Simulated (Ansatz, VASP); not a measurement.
LiH8ClO4 in VASP and in Ansatz

```xyz
14
Lattice="5.2848 0.0000 0.0000 0.0000 5.2848 0.0000 0.0000 0.0000 5.2848" Properties=species:S:1:pos:R:3 pbc="T T T"
O     3.5738    1.8540    4.3754
O    -0.3474    5.5852    2.6250
O     2.5732    0.0169    0.8367
O     5.2012    3.9770    5.2265
H     2.9306    2.2096    3.7193
H     4.1247    1.2403    3.8453
H     0.3111    6.2826    2.4305
H     0.0963    4.7480    2.3895
H     2.8232    0.6781    0.1581
H     3.3284    0.0439    1.4479
H     5.1986    4.5608    4.4567
H     4.6540    3.2175    4.9437
Li    1.7130    3.6352    0.4772
Cl    1.3864    2.9272    2.6262
```

Alike in both runs: functional r2SCAN; dispersion D3(BJ); k mesh 1 × 1 × 1; occupations fermi-dirac, width 0.02 eV; no spin polarisation.

Ansatz relaxed the structure, and its values are those at the end. VASP's run is a single point on that final structure, the one shown.

|  | VASP | Ansatz |
| --- | --- | --- |
| version | VASP 6.6.1 | Ansatz 0.2.0 |
| potentials or method | VASP PAW PBE potentials, release 64 (O_h, H_h, Li_sv, Cl), cutoff 1100 eV | scalar-relativistic, plane waves, PAW |
| valence electrons in the cell | 42 | 42 |

Ansatz gave:

* gap on the k mesh at the Fermi level (eV): 5.47
* rms of the force components (eV/Å): 0.044

Which values does VASP return?

gap on the k mesh at the Fermi level (eV): 5.48; rms of the force components (eV/Å): 0.042.

VASP's potentials were made for PBE, not for r2SCAN. Ansatz's warnings: dispersion damping borrowed.
